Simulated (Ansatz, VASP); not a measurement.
## One calculation of NaCl, two programs

POSCAR

```
NaCl
1.0
    0.0000000000      2.8317500000      2.9450200000
    2.8317500000      0.0000000000      2.9450200000
    2.8317500000      2.8317500000      0.0000000000
Na Cl
1 1
Direct
    0.0000000000      0.0000000000      0.0000000000
    0.5000000000      0.5000000000      0.5000000000
```

File INCAR.step1:

```
SYSTEM = NaCl
PREC = Accurate ; ENCUT = 520
ISMEAR = 0 ; SIGMA = 0.05
LREAL = .False. ; LASPH = .True.
NELM = 100 ; NBANDS = 14
GGA = PE ; ALGO = Normal
EDIFF = 1E-4 ; LWAVE = .True.
LCHARG = .False.
```

Contents of INCAR.step2:

```
SYSTEM = NaCl
PREC = Accurate ; ENCUT = 520
EDIFF = 1E-7 ; ISMEAR = 0
SIGMA = 0.05 ; LREAL = .False.
LASPH = .True. ; NELM = 100
ALGO = Normal ; ISIF = 2
LWAVE = .False. ; LCHARG = .False.
METAGGA = R2SCAN ; LMIXTAU = .True.
NBANDS = 14 ; ISTART = 1
```

File KPOINTS:

```
regular mesh
0
Gamma
  8 8 8
  0 0 0
```

Input for Ansatz:

```yaml
crystal:
  lattice:
    - [0.0, 2.83175, 2.94502]
    - [2.83175, 0.0, 2.94502]
    - [2.83175, 2.83175, 0.0]
  atoms:
    - { symbol: Na, position: [0.0, 0.0, 0.0] }
    - { symbol: Cl, position: [0.5, 0.5, 0.5] }
basis:
  ecutwfc: 500
kpoints:
  mp_grid: { grid: [8, 8, 8] }
hamiltonian:
  xc: r2scan
scf:
  occupations: { method: gaussian, width: 0.05 }
output:
  forces: true
  stress: true
  eigenvalues: true
```

Change from the starting cell: strain +0.000 along x and y, +0.040 along z, atoms carried along.

Alike in both runs: task single point; functional r2SCAN; k mesh 8 × 8 × 8; occupations gaussian, width 0.05 eV; no spin polarisation.

|  | VASP | Ansatz |
| --- | --- | --- |
| version | VASP 6.6.1 | Ansatz 0.2.0 |
| potentials or method | VASP PAW PBE potentials, release 64 (Na_pv, Cl), cutoff 520 eV | scalar-relativistic, plane waves, PAW |
| valence electrons in the cell | 14 | 16 |

Ansatz gave:

* gap on the k mesh at the Fermi level (eV): 5.68
* least direct gap on the mesh (eV): 5.68
* pressure (GPa): -1.5
* traceless stress, the component that is largest in VASP (GPa): -0.77

Task: What did VASP give for the same quantities?

Result: gap on the k mesh at the Fermi level (eV): 5.70; least direct gap on the mesh (eV): 5.70; pressure (GPa): -1.8; traceless stress, the component that is largest in VASP (GPa): -0.81.

VASP's potentials were made for PBE, not for r2SCAN. VASP's potentials hold 14 valence electrons a cell and Ansatz's 16, so a difference there can come from the potentials and not from the codes.
